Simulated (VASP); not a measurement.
# NaCl (I4/mmm) in VASP: a series of runs, part 2 of 2

VASP 6.6.1.

## (4) Single point, PBEsol

This run uses another cell than the first one, of the same volume but with other edges.

INCAR

```
ALGO = Normal
EDIFF = 1E-6
ENCUT = 520
GGA = PS
ISIF = 2
ISMEAR = 0
LASPH = True
LCHARG = False
LREAL = False
LWAVE = False
NBANDS = 14
NELM = 60
PREC = Accurate
SIGMA = 0.05
```

KPOINTS

```
k-points
0
Gamma
  8 8 8
```

POSCAR

```
NaCl
1.0
    0.0000000000      2.9893855709      2.5409777353
    2.9893855709      0.0000000000      2.5409777353
    2.9893855709      2.9893855709      0.0000000000
Na Cl
1 1
Direct
    0.0000000000      0.0000000000      0.0000000000
    0.5000000000      0.5000000000      0.5000000000
```

Potentials or basis: VASP PAW PBE potentials, release 64 (Na_pv, Cl).

Command:

```
cat potpaw_PBE.64/Na_pv/POTCAR potpaw_PBE.64/Cl/POTCAR > POTCAR
mpirun -np 1 vasp_std > vasp.out
```

OUTCAR:

```text
EDIFF = 1E-6
   ENCUT = 520
   GGA = PS
   ISIF = 2
   ISMEAR = 0
   LASPH = True
   LREAL = False
   NELM = 60
   PREC = Accurate

 ion  position               nearest neighbor table
   1  0.000  0.000  0.000-   2 2.54   2 2.54
   2  0.500  0.500  0.500-   1 2.54   1 2.54

  LATTYP: Found a body centered tetragonal cell.
 ALAT       =     4.2276296175
 C/A-ratio  =     1.2020815280

  Lattice vectors:

 A1 = (   0.0000000000,  -2.9893855709,  -2.5409777353)
 A2 = (   0.0000000000,   2.9893855709,  -2.5409777353)
 A3 = (   2.9893855709,   0.0000000000,   2.5409777353)

Analysis of symmetry for initial positions (statically):
=====================================================================
 Subroutine PRICEL returns:
 Original cell was already a primitive cell.

 Routine SETGRP: Setting up the symmetry group for a
 body centered tetragonal supercell.

 Subroutine GETGRP returns: Found 16 space group operations
 (whereof 16 operations were pure point group operations)
 out of a pool of 16 trial point group operations.

The static configuration has the point symmetry D_4h.

Analysis of symmetry for dynamics (positions and initial velocities):
=====================================================================
 Subroutine PRICEL returns:
 Original cell was already a primitive cell.

 Routine SETGRP: Setting up the symmetry group for a
 body centered tetragonal supercell.

 Subroutine GETGRP returns: Found 16 space group operations
 (whereof 16 operations were pure point group operations)
 out of a pool of 16 trial point group operations.

The dynamic configuration has the point symmetry D_4h.

 Subroutine INISYM returns: Found 16 space group operations
 (whereof 16 operations are pure point group operations),
 and found     1 'primitive' translations

----------------------------------------------------------------------------------------

[... 116 lines left out ...]
   LORBIT       =      0    0 simple, 1 ext, 2 COOP (PROOUT), +10 PAW based schemes
   GGA     = PS    functional components
   LHFCALC =     F    Hartree Fock is set to
   AEXX    =    0.0000 exact exchange contribution
   IVDW    =     0    specifies the selected vdW correction
   LEPSILON=     F    determine dielectric tensor
   LRPA    =     F    only Hartree local field effects (RPA)
 non-spin polarized calculation
 Gauss-broadening in eV      SIGMA  =   0.05
  energy-cutoff  :      520.00
  volume of cell :       45.41
 maximum number of plane-waves:      1241
 NGX is ok and might be reduce to    30

 number of electron      14.0000009 magnetization

 Free energy of the ion-electron system (eV)
  ---------------------------------------------------
  ext. energy  EPLUGINS =         0.00000000
  ---------------------------------------------------
  free energy    TOTEN  =        -6.87591570 eV

  energy without entropy =       -6.87591570  energy(sigma->0) =       -6.87591570

 E-fermi :  -0.6156     XC(G=0):  -8.2420

 val. band max:       -0.8234080209   @ k =   0.0000   0.0000   0.0000
 cond. band min:       4.0334779255   @ k =   0.0000   0.0000   0.0000
 fundamental gap:      4.8568859464
 Fermi energy:        -0.6155540559

 k-point     1 :       0.0000    0.0000    0.0000
  band No.  band energies     occupation
      1     -21.4878      2.00000
      2     -21.4878      2.00000
      3     -21.4828      2.00000
      4     -13.5116      2.00000
      5      -0.9949      2.00000
      6      -0.8234      2.00000
      7      -0.8234      2.00000
      8       4.0335      0.00000
      9       9.8706      0.00000
     10       9.8706      0.00000
     11      11.0611      0.00000
     12      11.3198      0.00000
     13      13.2087      0.00000
     14      13.9013      0.00000
[... 377 lines left out ...]
      1     -21.5082      2.00000
      2     -21.4921      2.00000
      3     -21.4869      2.00000
      4     -13.2468      2.00000
      5      -2.3422      2.00000
      6      -1.2576      2.00000
      7      -1.1142      2.00000
      8       6.2926      0.00000
      9       8.7700      0.00000
     10       9.2538      0.00000
     11      11.1430      0.00000
     12      12.6361      0.00000
     13      13.8391      0.00000
     14      15.4513      0.00000

 [... further k-points ...]
[... 5 lines left out ...]
  --------------------------------------------------------------------------------------
  -------------------------------------------------------------------------------------
  Total       -0.5414261     -0.5414261      2.0077238      0.0000000     -0.0000000      0.0000000
  in kB      -19.1009533    -19.1009533     70.8304205      0.0000000     -0.0000000      0.0000000
  external PRESSURE =      10.8761713 kB  Pullay stress =       0.0000000 kB

 VOLUME and BASIS-vectors are now :
 -----------------------------------------------------------------------------
  energy-cutoff  :      520.00
  volume of cell :       45.41
      direct lattice vectors                 reciprocal lattice vectors
     0.000000000  2.989385571  2.540977735    -0.167258451  0.167258451  0.196774648
     2.989385571  0.000000000  2.540977735     0.167258451 -0.167258451  0.196774648
     2.989385571  2.989385571  0.000000000     0.167258451  0.167258451 -0.196774648

 POSITION                                       TOTAL-FORCE (eV/Angst)
 -----------------------------------------------------------------------------------
      0.00000      0.00000      0.00000         0.000000      0.000000      0.000000
      2.98939      2.98939      2.54098         0.000000      0.000000     -0.000000
 -----------------------------------------------------------------------------------
    total drift:                                0.000000      0.000000      0.000000

  FREE ENERGIE OF THE ION-ELECTRON SYSTEM (eV)
  ---------------------------------------------------
  free  energy   TOTEN  =        -6.8759156996 eV

  energy  without entropy=       -6.8759156996  energy(sigma->0) =       -6.87591570
```

OSZICAR:

```text
N       E                     dE             d eps       ncg     rms          rms(c)
DAV:   1     0.101648919611E+03    0.10165E+03   -0.69245E+03  1658   0.994E+02
DAV:   2     0.160645804897E+01   -0.10004E+03   -0.90869E+02  1818   0.274E+02
DAV:   3    -0.691885278004E+01   -0.85253E+01   -0.84687E+01  2114   0.728E+01
DAV:   4    -0.705932324397E+01   -0.14047E+00   -0.14041E+00  1910   0.101E+01
DAV:   5    -0.706229219542E+01   -0.29690E-02   -0.29687E-02  2180   0.150E+00    0.199E+00
DAV:   6    -0.688430239505E+01    0.17799E+00   -0.28928E-01  2128   0.367E+00    0.142E+00
DAV:   7    -0.687161135235E+01    0.12691E-01   -0.69879E-02  2356   0.170E+00    0.958E-01
DAV:   8    -0.687594467120E+01   -0.43333E-02   -0.84433E-03  1898   0.827E-01    0.265E-01
DAV:   9    -0.687583360315E+01    0.11107E-03   -0.23549E-04  2096   0.120E-01    0.157E-01
DAV:  10    -0.687592551560E+01   -0.91912E-04   -0.31795E-04  1952   0.121E-01    0.549E-02
DAV:  11    -0.687591561142E+01    0.99042E-05   -0.21533E-05  2132   0.381E-02    0.126E-02
DAV:  12    -0.687591569960E+01   -0.88184E-07   -0.17973E-06  1994   0.973E-03
   1 F= -.68759157E+01 E0= -.68759157E+01  d E =-.344437E-11
```

Run time: 56 s. Hardware: 1 thread of AMD EPYC 7R13, shared host; peak memory 0.15 GiB.

What came out:

* Free energy: -6.8759 eV
* Pressure: 1.1 GPa
* Band gap on the k mesh: 4.86 eV

Stress tensor (GPa, compression positive):
```
-1.91  0.00  0.00
 0.00 -1.91  0.00
 0.00  0.00  7.08
```

Levels at points of the mesh, in eV from the valence-band top:
```csv
k point,band 3,band 4,band 5,band 6,band 7,band 8,band 9,band 10,band 11,band 12
"(0.00, 0.00, 0.00)",-20.66,-12.69,-0.17,0.00,0.00,4.86,10.69,10.69,11.88,12.14
"(0.50, 0.00, 0.00)",-20.66,-12.33,-2.00,-0.41,-0.26,6.99,10.06,10.31,11.95,14.74
"(0.50, 0.50, 0.00)",-20.68,-12.23,-1.59,-0.86,-0.86,7.47,7.58,12.02,13.81,13.81
"(0.50, 0.00, 0.50)",-20.67,-12.35,-1.76,-0.75,-0.30,7.48,8.21,10.49,13.94,14.51
```

Caveat: the stress differs along the axes, from -2 to 7 GPa; the PAW data sets were made with another functional, which shifts forces and pressure a little. A k mesh can miss the band edges.

## (5) Single point, PBEsol

This run uses another cell than the first one, of the same volume but with other edges.

INCAR

```
SYSTEM = NaCl
ALGO = Normal ; EDIFF = 1E-6
ENCUT = 520 ; GGA = PS
ISIF = 2 ; ISMEAR = 0
LASPH = .TRUE. ; LCHARG = .TRUE.
LELF = .TRUE. ; LREAL = .FALSE.
LVHAR = .TRUE. ; LWAVE = .FALSE.
NBANDS = 14 ; NELM = 100
PREC = Accurate ; SIGMA = 0.05
```

KPOINTS

```
k-points
0
G
  8 8 8
  0 0 0
```

POSCAR

```
NaCl
1.0
    0.0000000000      2.6647787748      3.1977345297
    2.6647787748      0.0000000000      3.1977345297
    2.6647787748      2.6647787748      0.0000000000
Na Cl
1 1
Direct
    0.0000000000      0.0000000000      0.0000000000
    0.5000000000      0.5000000000      0.5000000000
```

Command:

```
cat potpaw_PBE.64/Na_pv/POTCAR potpaw_PBE.64/Cl/POTCAR > POTCAR
mpirun -np 1 vasp_std > vasp.out
```

Run time: 60 s. Hardware: 1 thread of AMD EPYC 7R13, shared host; peak memory 0.15 GiB.

It converged, with:

```yaml
Free_energy: -6.8972 eV
Pressure: 1.1 GPa
Band_gap_on_the_k_mesh: 4.93 eV
```

Stress tensor (GPa, compression positive):
```
 2.90  0.00  0.00
 0.00  2.90  0.00
 0.00  0.00 -2.58
```

Levels at points of the mesh, in eV from the valence-band top:
```
           k point  band 5  band 6  band 7  band 8  band 9  band 10
(0.00, 0.00, 0.00)   -0.01   -0.01    0.00    4.93   10.24    11.64
(0.50, 0.00, 0.00)   -1.97   -0.39   -0.14    7.04   10.31    10.34
(0.50, 0.50, 0.00)   -1.68   -0.34   -0.34    7.67    8.38     9.97
(0.50, 0.00, 0.50)   -1.64   -0.99   -0.41    7.57    7.86    11.60
```

Caveat: the stress differs along the axes, from -3 to 3 GPa; the PAW data sets were made with another functional, which shifts forces and pressure a little. A k mesh can miss the band edges.

## (6) Overview

| cell | gap on the mesh (eV) | pressure (GPa) |
| --- | --- | --- |
| a = 3.893, b = 3.893, c = 4.495 Å, angles 54.7, 54.7, 70.5°, 2 atoms | 4.85 | 9.5 |
| a = 4.369, b = 4.369, c = 3.568 Å, angles 65.9, 65.9, 48.2°, 2 atoms | 4.93 | 5.6 |
| a = 3.923, b = 3.923, c = 4.228 Å, angles 57.4, 57.4, 65.2°, 2 atoms | 4.86 | 1.1 |
| a = 4.163, b = 4.163, c = 3.769 Å, angles 63.1, 63.1, 53.8°, 2 atoms | 4.93 | 1.1 |

Alike in all rows: task single point; level PBEsol; potentials or basis VASP PAW PBE potentials, release 64 (Na_pv, Cl); no spin polarisation; k mesh 8 × 8 × 8; cutoff (eV) 520; smearing gaussian 0.05 eV.

Caveats: the PAW data sets were made with another functional, which shifts forces and pressure a little; the stress differs along the axes, from -2 to 32 GPa (at least some runs); the stress differs along the axes, from -2 to 9 GPa (at least some runs); the stress differs along the axes, from -2 to 7 GPa (at least some runs); the stress differs along the axes, from -3 to 3 GPa (at least some runs).

Absolute energies hang on the potentials; compare differences alone.
